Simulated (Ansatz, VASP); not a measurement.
**CaF: VASP beside Ansatz**

```xyz
2
Lattice="0.0000 2.5245 2.5245 2.5245 0.0000 2.5245 2.5245 2.5245 0.0000" Properties=species:S:1:pos:R:3 pbc="T T T"
Ca    0.0000    0.0000    0.0000
F     2.5245    2.5245    2.5245
```

Change from the starting cell: species swapped into the BaO type (Fm-3m, No. 225).

Alike in both runs: task relaxation of cell and atoms; functional PBE; k mesh 6 × 6 × 6; occupations gaussian, width 0.1 eV; no spin polarisation.

|  | VASP | Ansatz |
| --- | --- | --- |
| version | VASP 6.6.1 | Ansatz 0.2.0 |
| potentials or method | VASP PAW PBE potentials, release 64 (Ca_sv, F), cutoff 600 eV | scalar-relativistic, plane waves, PAW |
| valence electrons in the cell | 17 | 17 |

```csv
,VASP,Ansatz,Ansatz less VASP
"gap on the k mesh at the Fermi level, each at its own relaxed structure (eV)",none,none,-
relaxed volume (Å³/atom),18.54,18.41,-0.125
relaxed cell length with the largest relative difference (Å),3.743,3.734,-0.0084
```

A gap of «none» marks a metal or a gap that the smearing closes.

Noted on VASP's run: the volume moved by over 15 % at a fixed basis, so the end points are rough.
